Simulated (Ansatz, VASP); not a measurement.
# Two plane-wave programs on Se

```xyz
3
Lattice="4.2136 0.0000 0.0000 -2.1068 3.6491 0.0000 0.0000 0.0000 4.7799" Properties=species:S:1:pos:R:3 pbc="T T T"
Se    1.2364    0.0000    1.5933
Se   -0.6182    1.0708    3.1866
Se    1.4886    2.5783    0.0000
```

Alike in both runs: task single point; functional PBE; dispersion D3(BJ); k mesh 9 × 9 × 8; occupations gaussian, width 0.05 eV; no spin polarisation.

|  | VASP | Ansatz |
| --- | --- | --- |
| version | VASP 6.6.1 | Ansatz 0.2.0 |
| potentials or method | VASP PAW PBE potentials, release 64 (Se), cutoff 520 eV | scalar-relativistic, plane waves, PAW |
| valence electrons in the cell | 18 | 48 |

```tsv
	VASP	Ansatz	Ansatz less VASP
gap on the k mesh at the Fermi level (eV)	none	none	-
pressure (GPa)	-5.2	-5.3	-0.02
traceless stress, the component that is largest in VASP (GPa)	1.77	1.77	0.000
rms of the force components (eV/Å)	0.384	0.385	+0.0017
```

Atom by atom the forces differ by 0.002 eV/Å (rms over components). A gap of «none» marks a metal or a gap that the smearing closes. VASP's potentials hold 18 valence electrons a cell and Ansatz's 48, so a difference there can come from the potentials and not from the codes.
